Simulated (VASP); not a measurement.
Input of a VASP 6.6.1 run:

Contents of INCAR:

```
PREC = Accurate
ENCUT = 600
EDIFF = 1E-7
ISMEAR = 0
SIGMA = 0.1
LREAL = False
LASPH = True
NELM = 100
ALGO = Normal
ISIF = 3
LWAVE = False
LCHARG = False
GGA = PE
IBRION = 2
NSW = 90
EDIFFG = -0.04
```

The input KPOINTS:

```
regular mesh
0
Gamma
  6 6 4
```

The input POSCAR:

```
Sr3Zn2H
1.0
    5.0346583500      0.0000000000      0.0000000000
   -2.5173291700      4.3601420300      0.0000000000
    0.0000000000      0.0000000000      5.5702993700
Sr Zn H
3 2 1
Direct
    0.3333333300      0.6666666700      0.5000000000
    0.6666666700      0.3333333300      0.5000000000
    0.0000000000      0.0000000000      0.0000000000
    0.3333333300      0.6666666700      0.0000000000
    0.6666666700      0.3333333300      0.0000000000
    0.0000000000      0.0000000000      0.5000000000
```

Potentials or basis: VASP PAW PBE potentials, release 64 (Sr_sv, Zn, H).

Command:

```bash
$ cat potpaw_PBE.64/Sr_sv/POTCAR potpaw_PBE.64/Zn/POTCAR potpaw_PBE.64/H/POTCAR > POTCAR
$ mpirun -np 1 vasp_std > vasp.out
```

(1) What does it give for the relaxed volume?

(2) Predict the relaxed cell.

## Answers

(1) 29.05 Å³/atom.

(2) a = 5.708 Å, b = 5.708 Å, c = 6.177 Å, α = 90.00°, β = 90.00°, γ = 120.00°.

Caveat: the volume moved by over 15 % at a fixed basis, so the end points are rough.
